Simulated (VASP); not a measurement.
MoS2: relaxation of cell and atoms with r2SCAN

The system is MoS2.

```
Mo S
1.0
     3.18443    0.00000    0.00000
    -1.59222    2.75780    0.00000
     0.00000    0.00000   12.97456
Mo S
2 4
Direct
  0.33333 0.66667 0.25000
  0.66667 0.33333 0.75000
  0.33333 0.66667 0.63033
  0.66667 0.33333 0.13033
  0.33333 0.66667 0.86967
  0.66667 0.33333 0.36967
```

```json
{
 "Program": "VASP 6.6.1",
 "Task": "relaxation of cell and atoms",
 "Functional": "r2SCAN",
 "Potentials or basis": "VASP PAW PBE potentials, release 64 (Mo_sv, S)",
 "Cutoff": "600 eV",
 "k mesh": "6 × 6 × 2",
 "Occupations": "gaussian, width 0.01 eV",
 "Spin": "no spin polarisation",
 "Target pressure": "10 GPa",
 "Dipole correction": "no",
 "Further INCAR settings": "ALGO = Normal; EDIFF = 1e-07; IBRION = 2; EDIFFG = -0.002; NSW = 100; ISIF = 3"
}
```

| Quantity | Value |
| --- | --- |
| Relaxed volume | 16.14 Å³/atom |
| Relaxed cell | a = 3.111 Å, b = 3.111 Å, c = 11.553 Å, α = 90.00°, β = 90.00°, γ = 120.00° |
| Space group after relaxing (to 0.1 Å) | P6_3/mmc (No. 194) |
| Energy change on relaxing (the run minimises the enthalpy) | +63.8 meV/atom |
| Ionic steps | 23 |
| Pressure after relaxing | 10.0 GPa |
| Band gap on the k mesh | 0.62 eV (least direct gap 1.89 eV) |

Step by step:
```csv
step,energy change (eV),largest force (eV/Å),pressure (GPa),volume (Å³)
1,0.0000,0.0063,0.06,113.94
2,1.8040,3.7293,36.73,95.61
3,0.1853,1.0629,9.60,107.46
4,0.1981,1.1013,9.96,107.25
5,0.2391,0.5650,10.07,104.19
6,0.3748,0.0820,10.42,101.36
7,0.3590,0.0285,10.25,99.86
8,0.4194,0.1115,10.69,96.61
9,0.4906,0.1988,11.14,95.34
10,0.4655,0.1683,10.99,95.72
11,0.3755,0.0448,9.77,96.97
12,0.3672,0.0320,9.65,97.10
13,0.3881,0.0786,10.52,96.77
14,0.3768,0.0204,10.06,96.95
15,0.3758,0.0187,10.00,96.96
16,0.3748,0.0168,9.93,96.98
17,0.3751,0.0172,9.95,96.97
18,0.3780,0.0090,9.96,96.92
19,0.3839,0.0065,9.99,96.83
20,0.3821,0.0018,9.98,96.86
21,0.3823,0.0023,9.98,96.86
22,0.3839,0.0042,10.05,96.83
23,0.3829,0.0004,10.01,96.84
```

Final structure:
```
Mo S
1.0
     3.11119    0.00000    0.00000
    -1.55560    2.69437    0.00000
     0.00000    0.00000   11.55284
Mo S
2 4
Direct
  0.33333 0.66667 0.25000
  0.66667 0.33333 0.75000
  0.33333 0.66667 0.61524
  0.66667 0.33333 0.11524
  0.33333 0.66667 0.88476
  0.66667 0.33333 0.38476
```

Levels at points of the mesh, in eV from the valence-band top:
```
           k point  band 24  band 25  band 26  band 27  band 28  band 29
(0.00, 0.00, 0.00)    -1.64    -1.01     0.00     2.08     2.08     2.14
(0.50, 0.00, 0.00)    -1.87    -1.78    -1.62     1.62     1.72     1.97
(0.00, 0.00, 0.50)    -2.56    -0.27    -0.27     2.07     2.07     2.07
(0.50, 0.00, 0.50)    -2.01    -1.72    -1.72     1.66     1.66     2.22
```

Wall time 58 min on 1 thread of Intel(R) Xeon(R) Platinum 8488C (Sapphire Rapids), on a shared host, peak memory 0.34 GiB.

Caveat: the cell is relaxed towards a set pressure, so the run minimises the enthalpy, not the energy; the volume moved by over 15 % at a fixed basis, so the end points are rough; the PAW data sets were made with another functional, which shifts forces and pressure a little. A k mesh can miss the band edges.
